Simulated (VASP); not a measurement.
Si6O11 (a cell with a defect): single point with PBE+D3(BJ)

System: Si6O11 (a cell with a defect).

```
Si O
1.0
    -2.45739    4.25633    0.00000
     0.00000    0.00000    5.42103
     7.37217    4.25633    0.00000
Si O
6 11
Direct
  0.76698 0.66667 0.23302
  0.26698 0.66667 0.73302
  0.96604 0.33333 0.50000
  0.46604 0.33333 0.00000
  0.26698 0.00000 0.26698
  0.76698 0.00000 0.76698
  0.27300 0.22034 0.13704
  0.77300 0.22034 0.63704
  0.06906 0.88700 0.79498
  0.65793 0.55367 0.06798
  0.15793 0.55367 0.56798
  0.06906 0.77966 0.20502
  0.56906 0.77966 0.70502
  0.46628 0.94350 0.32924
  0.65793 0.11300 0.93202
  0.77300 0.44633 0.36296
  0.27300 0.44633 0.86296
```

This cell differs from its parent crystal: atoms taken out, atom 14 moved 0.750 of the way to it and +0.000 Å across, host rigid.

```yaml
Program: VASP 6.6.1
Task: single point
Functional: PBE
Dispersion: D3(BJ)
Potentials_or_basis: VASP PAW PBE potentials, release 64 (Si, O)
Cutoff: 520 eV
k_mesh: 4 × 4 × 2
Occupations: gaussian, width 0.05 eV
Spin: no spin polarisation
Dipole_correction: no
Charge: 2
Further_INCAR_settings: LREAL = Auto; ALGO = Normal; EDIFF = 1e-06; NBANDS = 59; NELECT = 88.0
```

| Property | Result |
| --- | --- |
| Largest force | 58.020 eV/Å |
| Dispersion energy per atom | -0.142 eV |

Forces on the atoms (eV/Å):
```
Si   -0.974  -0.630  -0.688
Si    1.247   1.654   0.269
Si    3.014  -0.387   3.073
Si   -0.899  -1.050  -0.052
Si   -1.742 -53.501  14.720
Si    1.209   0.501  -1.445
O     1.737  -0.461  -0.256
O    -1.978  -0.079   0.161
O    -0.457  -0.226   0.024
O     1.258   1.127   1.592
O    -1.462  -1.236  -1.343
O     1.667  -1.298   0.719
O    -0.340  -0.145   0.055
O    -2.490  55.526 -16.645
O     0.214   0.100   0.284
O     0.039   0.092  -0.392
O    -0.043   0.012  -0.078
```

Levels at points of the mesh, in eV from the Fermi level:
```
           k point  band 42  band 43  band 44  band 45  band 46  band 47
(0.00, 0.00, 0.00)    -0.75    -0.41    -0.08    -0.04     3.78     5.06
(0.50, 0.00, 0.00)    -0.73    -0.25    -0.11     0.27     3.51     5.14
(0.00, 0.50, 0.00)    -0.60    -0.47    -0.05     0.24     3.40     5.15
(0.50, 0.50, 0.00)    -0.62    -0.57    -0.47     0.20     4.01     5.01
(0.00, 0.00, 0.50)    -0.75    -0.39    -0.06     0.07     3.68     5.01
(0.50, 0.00, 0.50)    -0.71    -0.27    -0.11     0.20     3.54     5.13
(0.00, 0.50, 0.50)    -0.64    -0.50    -0.04     0.28     3.39     5.14
(0.50, 0.50, 0.50)    -0.59    -0.55    -0.41     0.10     4.02     4.99
```

Run time: 19 min on 1 thread of Intel Xeon 8259CL, with other jobs on the host, peak memory 0.39 GiB.

Caveat: the k points lie up to 0.37 Å⁻¹ apart; the cell carries a net charge on a neutralising background, which shifts energy and pressure; the cell differs from its parent crystal (atoms taken out, atom 14 moved 0.750 of the way to it and +0.000 Å across, host rigid); the cell is charged against a uniform background, so pressure and absolute levels hang on convention; atoms lie so close that the PAW spheres overlap strongly, which falsifies energies and pressures.
